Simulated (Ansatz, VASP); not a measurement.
## In3GaSbN: VASP beside Ansatz

```
In Ga Sb N
1.0
     4.71232    0.00000    0.00000
    -2.35616    4.08098    0.00000
     0.00000    0.00000   11.55232
In Ga Sb N
3 1 1 1
Direct
  0.66667 0.33333 0.25555
  0.66667 0.33333 0.74445
  0.66667 0.33333 0.00000
  0.66667 0.33333 0.50000
  0.00000 0.00000 0.00000
  0.33333 0.66667 0.00000
```

Alike in both runs: functional PBE; k mesh 12 × 12 × 4; occupations gaussian, width 0.1 eV; no spin polarisation.

Ansatz relaxed the structure, and its values are those at the end. VASP's run is a single point on that final structure, the one shown.

```csv
,VASP,Ansatz
version,VASP 6.6.1,Ansatz 0.2.0
potentials or method,"VASP PAW PBE potentials, release 64 (In_d, Ga_d, Sb, N), cutoff 520 eV","scalar-relativistic, plane waves, PAW"
valence electrons in the cell,62,72
```

```tsv
	VASP	Ansatz	Ansatz less VASP
gap on the k mesh at the Fermi level (eV)	none	none	-
pressure (GPa)	0.0	0.0	+0.04
```

A gap of «none» marks a metal or a gap that the smearing closes. The functional is the same, so the differences come from potentials, cutoffs and numerics. VASP's potentials hold 62 valence electrons a cell and Ansatz's 72, so a difference there can come from the potentials and not from the codes.

Spin-orbit coupling is off throughout.
